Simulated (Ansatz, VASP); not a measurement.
## Two plane-wave programs on Si2Ni

```
Si Ni
1.0
     0.00000    2.80353    2.69570
     2.80353    0.00000    2.69570
     2.80353    2.80353    0.00000
Si Ni
2 1
Direct
  0.25000 0.25000 0.25000
  0.75000 0.75000 0.75000
  0.00000 0.00000 0.00000
```

Change from the starting cell: strain +0.040 along x and y, +0.000 along z, atoms carried along.

Alike in both runs: task single point; functional PBEsol; k mesh 16 × 16 × 16; occupations gaussian, width 0.15 eV; no spin polarisation.

|  | VASP | Ansatz |
| --- | --- | --- |
| version | VASP 6.6.1 | Ansatz 0.2.0 |
| potentials or method | VASP PAW PBE potentials, release 64 (Si, Ni), cutoff 520 eV | scalar-relativistic, plane waves, PAW |
| valence electrons in the cell | 18 | 26 |

Ansatz gave:

- gap on the k mesh at the Fermi level (eV): none
- pressure (GPa): -10.5
- traceless stress, the component that is largest in VASP (GPa): 1.39

Question: Which values does VASP return?

Answer: gap on the k mesh at the Fermi level (eV): none; pressure (GPa): -10.4; traceless stress, the component that is largest in VASP (GPa): 1.37.

VASP's potentials were made for PBE, not for PBEsol. A gap of «none» marks a metal or a gap that the smearing closes. VASP's potentials hold 18 valence electrons a cell and Ansatz's 26, so a difference there can come from the potentials and not from the codes.
